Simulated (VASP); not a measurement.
# C3O (Cm) in VASP: single point with PBE+D3(BJ)

Aim: the single point of C3O with PBE+D3(BJ).

Everything below comes from runs of VASP 6.6.1. Logs are shortened: lines on timing, memory, paths and dates and some standing lists are left out, and cuts for length are marked.

### 1 The cell of the first run

Symmetry: Cm, No. 8, monoclinic system. Conventional cell: a = 6.768 Å, b = 2.314 Å, c = 11.252 Å, α = 90.00°, β = 97.63°, γ = 90.00°. Within 1.9 Å of C (site symmetry m) lie 3 C at 1.46 to 1.71 Å. Within 1.8 Å of C (site symmetry m) lie 1 C at 1.35 Å and 2 O at 1.38 Å. Within 1.9 Å of C (site symmetry m) lie 4 C at 1.46 Å. Within 1.8 Å of C (site symmetry m) lie 2 C at 1.35 Å. C (site symmetry m) has 3 C at 1.46 to 1.71 Å within 1.9 Å. C (site symmetry m) has 1 C at 1.35 Å and 2 O at 1.38 Å within 1.8 Å. Within 1.8 Å of O (site symmetry m) lie 2 C at 1.38 Å. O (site symmetry m) has 2 C at 1.38 Å within 1.8 Å.

### 2 Single point, PBE+D3(BJ)

The input, INCAR:

```
SYSTEM = C3O
ALGO     = Normal         ! electronic algorithm
EDIFF    = 1E-6           ! SCF threshold, eV
ENCUT    = 520            ! plane-wave cutoff, eV
GGA      = PE             ! functional
ISIF     = 2              ! what is computed and relaxed
ISMEAR   = 0              ! smearing method
IVDW     = 12             ! dispersion correction
LASPH    = .TRUE.         ! aspherical terms in the spheres
LCHARG   = .FALSE.        ! write CHGCAR
LREAL    = .FALSE.        ! projectors in reciprocal space
LWAVE    = .FALSE.        ! write WAVECAR
NBANDS   = 28             ! bands
NELM     = 60             ! most SCF steps
PREC     = Accurate       ! precision mode
SIGMA    = 0.1            ! smearing width, eV
```

The input, KPOINTS:

```
k-points
0
G
  16 16 4
  0 0 0
```

The input, POSCAR:

```
C3O
1.0
    3.3840541963     -1.1568055599     -0.0340798863
    3.3840541963      1.1568055599     -0.0340798863
   -1.3814421021      0.0000000000     11.1670081907
C O
6 2
Direct
    0.4192897346      0.4192897346      0.6721349080
    0.6735667273      0.6735667273      0.1367135823
    0.9740079582      0.9740079582      0.7485157076
    0.6327649474      0.6327649474      0.2508454187
    0.4550358263      0.4550358263      0.8253563399
    0.5914816018      0.5914816018      0.3648937129
    0.1959430755      0.1959430755      0.0727649549
    0.0688644190      0.0688644190      0.4287753756
```

Potentials or basis: VASP PAW PBE potentials, release 64 (C, O).

Launch:

```console
cat potpaw_PBE.64/C/POTCAR potpaw_PBE.64/O/POTCAR > POTCAR
mpirun -np 1 vasp_std > vasp.out
```

OUTCAR:

```text
SYSTEM = C3O
   EDIFF = 1E-6
   ENCUT = 520
   GGA = PE
   ISIF = 2
   ISMEAR = 0
   IVDW = 12
   LASPH = .TRUE.
   LREAL = .FALSE.
   NELM = 60
   PREC = Accurate
 IVDW          = 12

 ion  position               nearest neighbor table
   1  0.419  0.419  0.672-   3 1.46   3 1.46   5 1.71
   2  0.674  0.674  0.137-   4 1.35   7 1.38   7 1.38
   3  0.974  0.974  0.749-   1 1.46   1 1.46   5 1.46   5 1.46
   4  0.633  0.633  0.251-   2 1.35   6 1.35
   5  0.455  0.455  0.825-   3 1.46   3 1.46   1 1.71
   6  0.591  0.591  0.365-   4 1.35   8 1.38   8 1.38
   7  0.196  0.196  0.073-   2 1.38   2 1.38
   8  0.069  0.069  0.429-   6 1.38   6 1.38

  LATTYP: Found a base centered monoclinic cell.
 ALAT       =     6.7684515931
 B/A-ratio  =     0.3418228066
 C/A-ratio  =     1.6624379951
 COS(beta)  =    -0.1327594063

  Lattice vectors:

 A1 = (   3.3840541963,  -1.1568055599,  -0.0340798863)
 A2 = (   3.3840541963,   1.1568055599,  -0.0340798863)
 A3 = (  -1.3814421021,   0.0000000000,  11.1670081907)

Analysis of symmetry for initial positions (statically):
=====================================================================
 Subroutine PRICEL returns:
 Original cell was already a primitive cell.

 Routine SETGRP: Setting up the symmetry group for a
 base centered monoclinic supercell.

 Subroutine GETGRP returns: Found  2 space group operations
 (whereof  2 operations were pure point group operations)
 out of a pool of  4 trial point group operations.

The static configuration has the point symmetry C_1h.

Analysis of symmetry for dynamics (positions and initial velocities):
=====================================================================
 Subroutine PRICEL returns:
 Original cell was already a primitive cell.

 Routine SETGRP: Setting up the symmetry group for a
 base centered monoclinic supercell.

 Subroutine GETGRP returns: Found  2 space group operations
 (whereof  2 operations were pure point group operations)
 out of a pool of  4 trial point group operations.

The dynamic configuration has the point symmetry C_1h.

 Subroutine INISYM returns: Found  2 space group operations
 (whereof  2 operations are pure point group operations),
 and found     1 'primitive' translations

----------------------------------------------------------------------------------------

                                     Primitive cell

  volume of cell :      87.3219

  direct lattice vectors                    reciprocal lattice vectors
     3.384054196 -1.156805560 -0.034079886     0.147936073 -0.432224755  0.018300794
     3.384054196  1.156805560 -0.034079886     0.147936073  0.432224755  0.018300794
    -1.381442102  0.000000000 11.167008191     0.000902953  0.000000000  0.089661202

  length of vectors
     3.576476387  3.576476387 11.252131096     0.457206999  0.457206999  0.089665749

  position of ions in fractional coordinates (direct lattice)
     0.419289735  0.419289735  0.672134908
     0.673566727  0.673566727  0.136713582
     0.974007958  0.974007958  0.748515708
     0.632764947  0.632764947  0.250845419
     0.455035826  0.455035826  0.825356340
     0.591481602  0.591481602  0.364893713
     0.195943075  0.195943075  0.072764955
     0.068864419  0.068864419  0.428775376

  ion indices of the primitive-cell ions
   primitive index   ion index
                 1           1
                 2           2
                 3           3
                 4           4
                 5           5
                 6           6
                 7           7
                 8           8

----------------------------------------------------------------------------------------

 KPOINTS: k-points

Automatic generation of k-mesh.
 Grid dimensions read from file:
 generate k-points for:   16   16    4

 Generating k-lattice:

  Cartesian coordinates                     Fractional coordinates (reciprocal lattice)
     0.009246005 -0.027014047  0.001143800     0.062500000 -0.000000000  0.000000000
     0.009246005  0.027014047  0.001143800    -0.000000000  0.062500000  0.000000000
     0.000225738  0.000000000  0.022415301     0.000000000  0.000000000  0.250000000

  Length of vectors
     0.028575437  0.028575437  0.022416437

  Shift w.r.t. Gamma in fractional coordinates (k-lattice)
     0.000000000  0.000000000  0.000000000

 Subroutine IBZKPT returns following result:
 ===========================================

 Found    282 irreducible k-points:

 Following reciprocal coordinates:
            Coordinates               Weight
  0.000000  0.000000  0.000000      1.000000
  0.062500 -0.000000  0.000000      4.000000
  0.125000 -0.000000  0.000000      4.000000
  0.187500 -0.000000  0.000000      4.000000
  0.250000 -0.000000  0.000000      4.000000
  0.312500 -0.000000  0.000000      4.000000
[... 16 lines left out ...]
 -0.125000  0.062500  0.000000      4.000000
 -0.062500  0.062500  0.000000      2.000000
 [... further k-points ...]
   k-points           NKPTS =    282   k-points in BZ     NKDIM =    282   number of bands    NBANDS=     28
   number of dos      NEDOS =    301   number of ions     NIONS =      8
   total plane-waves  NPLWV =  65856
   dimension x,y,z NGX =    28 NGY =   28 NGZ =   84
   dimension x,y,z NGXF=    56 NGYF=   56 NGZF=  168
   ions per type =               6   2
   NGX,Y,Z   is equivalent  to a cutoff of  13.02, 13.02, 12.41 a.u.
   NGXF,Y,Z  is equivalent  to a cutoff of  26.03, 26.03, 24.82 a.u.
 SYSTEM =  C3O
   PREC   = accura    normal or accurate (medium, high low for compatibility)
   ISTART =      0    job   : 0-new  1-cont  2-samecut
   ICHARG =      2    charge: 1-file 2-atom 10-const
   ISPIN  =      1    spin polarized calculation?
   LNONCOLLINEAR =      F non collinear calculations
   LSORBIT =      F    spin-orbit coupling
   LASPH  =      T    aspherical Exc in radial PAW
   ENCUT  =  520.0 eV  38.22 Ry    6.18 a.u.   6.65  6.65 20.92*2*pi/ulx,y,z
   NELM   =     60;   NELMIN=  2; NELMDL= -5     # of ELM steps
   EDIFF  = 0.1E-05   stopping-criterion for ELM
   LREAL  =      F    real-space projection
   EDIFFG = 0.1E-04   stopping-criterion for IOM
   NSW    =      0    number of steps for IOM
   IBRION =     -1    ionic relax: 0-MD 1-quasi-New 2-CG
   NFREE  =      0    steps in history (QN), initial steepest desc. (CG)
   ISIF   =      2    stress and relaxation
   ISYM   =      2    0-nonsym 1-usesym 2-fastsym
   POTIM  = 0.5000    time-step for ionic-motion
   TEBEG  =    0.0;   TEEND  =   0.0 temperature during run
   PSTRESS=    0.0 pullay stress
   NELECT =      36.0000    total number of electrons
   NUPDOWN=      -1.0000    fix difference up-down
   EMIN   =  10.00;   EMAX   =-10.00  energy-range for DOS
   EFERMI =   0.00;   METHOD = LEGACY
   ISMEAR =     0;   SIGMA  =   0.10  broadening in eV -4-tet -1-fermi 0-gaus
   EFERMI_NEDOS =   21; number of points for ismear=-14 and -15
   IALGO  =     38    algorithm
   IMIX   =      4    mixing-type and parameters
     AMIX     =   0.40;   BMIX     =  1.00
     AMIX_MAG =   1.60;   BMIX_MAG =  1.00
  volume/ion in A,a.u.               =      10.92        73.66
  Fermi-wavevector in a.u.,A,eV,Ry     =   1.218432  2.302503 20.198890  1.484577
  Thomas-Fermi vector in A             =   2.353719
   LORBIT       =      0    0 simple, 1 ext, 2 COOP (PROOUT), +10 PAW based schemes
   GGA     = PE    functional components
   LHFCALC =     F    Hartree Fock is set to
   AEXX    =    0.0000 exact exchange contribution
   IVDW    =    12    specifies the selected vdW correction
   LEPSILON=     F    determine dielectric tensor
   LRPA    =     F    only Hartree local field effects (RPA)
 non-spin polarized calculation
 Gauss-broadening in eV      SIGMA  =   0.10
  energy-cutoff  :      520.00
  volume of cell :       87.32
 maximum number of plane-waves:      2374
   NGX = 13   NGY = 13   NGZ = 41

 number of electron      35.9999997 magnetization

 Free energy of the ion-electron system (eV)
  ---------------------------------------------------
  ext. energy  EPLUGINS =         0.00000000
  ---------------------------------------------------
  free energy    TOTEN  =       -56.81585246 eV

  energy without entropy =      -56.80678576  energy(sigma->0) =      -56.81131911

 E-fermi :   2.6243     XC(G=0):  -9.3061

 val. band max:        2.6230391967   @ k =   0.3125   0.1250   0.5000
 cond. band min:       2.6251638251   @ k =   0.2500   0.0625   0.2500
 fundamental gap:      0.0021246284
 Fermi energy:         2.6242875622

 k-point     1 :       0.0000    0.0000    0.0000
  band No.  band energies     occupation
      1     -22.7895      2.00000
      2     -22.6813      2.00000
      3     -18.3292      2.00000
      4     -13.6498      2.00000
      5     -10.2119      2.00000
      6      -9.1040      2.00000
[... 20 lines left out ...]
     27      10.6341      0.00000
     28      10.8968      0.00000

 k-point     2 :       0.0625   -0.0000    0.0000
  band No.  band energies     occupation
      1     -22.7261      2.00000
      2     -22.6191      2.00000
      3     -18.2553      2.00000
      4     -13.5838      2.00000
      5     -10.1666      2.00000
      6      -9.0307      2.00000
[... 20 lines left out ...]
     27      10.8969      0.00000
     28      11.0981      0.00000

 k-point     3 :       0.1250   -0.0000    0.0000
  band No.  band energies     occupation
      1     -22.5388      2.00000
      2     -22.4347      2.00000
      3     -18.0346      2.00000
      4     -13.3928      2.00000
      5     -10.0546      2.00000
      6      -8.8137      2.00000
[... 616 lines left out ...]
      3     -17.6837      2.00000
      4     -13.1195      2.00000
      5     -10.0352      2.00000
      6      -8.8517      2.00000
[... 20 lines left out ...]
     27      10.7830      0.00000
     28      11.2969      0.00000

 k-point    24 :      -0.0625    0.0625    0.0000
  band No.  band energies     occupation
      1     -22.5425      2.00000
      2     -22.4376      2.00000
      3     -18.0416      2.00000
      4     -13.3998      2.00000
      5     -10.0540      2.00000
      6      -8.8227      2.00000
[... 20 lines left out ...]
     27      11.0482      0.00000
     28      11.5493      0.00000

 [... further k-points ...]

------------------------ aborting loop because EDIFF is reached ----------------------------------------

 Edisp (eV)   -0.85944

 E8    (eV) :    -0.2368

  FORCE on cell =-STRESS in cart. coord.  units (eV):
  Direction    XX          YY          ZZ          XY          YZ          ZX
  --------------------------------------------------------------------------------------
  -------------------------------------------------------------------------------------
  Total      -0.06042     0.89869     0.20251     0.00000     0.00000    -0.06461
  in kB      -1.10867    16.48909     3.71564     0.00000     0.00000    -1.18538
  external pressure =        6.37 kB  Pullay stress =        0.00 kB

 VOLUME and BASIS-vectors are now :
 -----------------------------------------------------------------------------
  energy-cutoff  :      520.00
  volume of cell :       87.32
      direct lattice vectors                 reciprocal lattice vectors
     3.384054196 -1.156805560 -0.034079886     0.147936073 -0.432224755  0.018300794
     3.384054196  1.156805560 -0.034079886     0.147936073  0.432224755  0.018300794
    -1.381442102  0.000000000 11.167008191     0.000902953  0.000000000  0.089661202

 POSITION                                       TOTAL-FORCE (eV/Angst)
 -----------------------------------------------------------------------------------
      1.90928      0.00000      7.47716        -0.002218      0.000000     -0.079117
      4.36991      0.00000      1.48077        -0.040296      0.000000      0.114103
      5.55816      0.00000      8.29229         0.001517      0.000000     -0.000069
      3.93609      0.00000      2.75806        -0.000829      0.000000      0.001279
      1.93955      0.00000      9.18575         0.001166      0.000000      0.079107
      3.49913      0.00000      4.03446         0.042374      0.000000     -0.114500
      1.22564      0.00000      0.79921         0.040716      0.000000     -0.117308
     -0.12625      0.00000      4.78344        -0.042431      0.000000      0.116506
 -----------------------------------------------------------------------------------
    total drift:                                0.000321     -0.000000      0.000426

  FREE ENERGIE OF THE ION-ELECTRON SYSTEM (eV)
  ---------------------------------------------------
  free  energy   TOTEN  =       -57.6752905757 eV

  energy  without entropy=      -57.6662238721  energy(sigma->0) =      -57.67075722
```

It took 18 min on 1 thread of AMD EPYC 9R14 (Zen 4), shared host; peak memory 0.57 GiB.

Results:

| Item | Value |
| --- | --- |
| Free energy | -57.6753 eV |
| Pressure | 0.6 GPa |
| Largest force | 0.124 eV/Å |
| Band gap on the k mesh | zero (bands 18 and 19 overlap by 3.18 eV) |
| Dispersion energy per atom | -0.107 eV |

Forces in eV/Å, atoms in the order of the input:
```
C   -0.002  0.000 -0.079
C   -0.040  0.000  0.114
C    0.002  0.000  0.000
C   -0.001  0.000  0.001
C    0.001  0.000  0.079
C    0.042  0.000 -0.115
O    0.041  0.000 -0.117
O   -0.042  0.000  0.117
```
